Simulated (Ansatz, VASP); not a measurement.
**SrRe3: VASP beside Ansatz**

```
CELL_PARAMETERS angstrom
5.83374 0.00000 0.00000
-2.91687 5.05217 0.00000
0.00000 0.00000 2.56388
ATOMIC_POSITIONS crystal
Sr 0.00000 0.00000 0.00000
Re 0.50000 0.00000 0.00000
Re 0.00000 0.50000 0.00000
Re 0.50000 0.50000 0.00000
```

Alike in both runs: functional PBE; k mesh 12 × 12 × 18; occupations gaussian, width 0.1 eV; no spin polarisation.

Ansatz relaxed the structure, and its values are those at the end. VASP's run is a single point on that final structure, the one shown.

|  | VASP | Ansatz |
| --- | --- | --- |
| version | VASP 6.6.1 | Ansatz 0.2.0 |
| potentials or method | VASP PAW PBE potentials, release 64 (Sr_sv, Re), cutoff 520 eV | scalar-relativistic, plane waves, PAW |
| valence electrons in the cell | 31 | 55 |

|  | VASP | Ansatz | Ansatz less VASP |
| --- | --- | --- | --- |
| gap on the k mesh at the Fermi level (eV) | none | none | - |
| pressure (GPa) | 0.0 | 0.0 | 0.00 |

A gap of «none» marks a metal or a gap that the smearing closes. With one functional, cell and mesh, what is left measures potentials, basis and numerics. VASP's potentials hold 31 valence electrons a cell and Ansatz's 55, so a difference there can come from the potentials and not from the codes.

Neither program's run includes spin-orbit coupling.
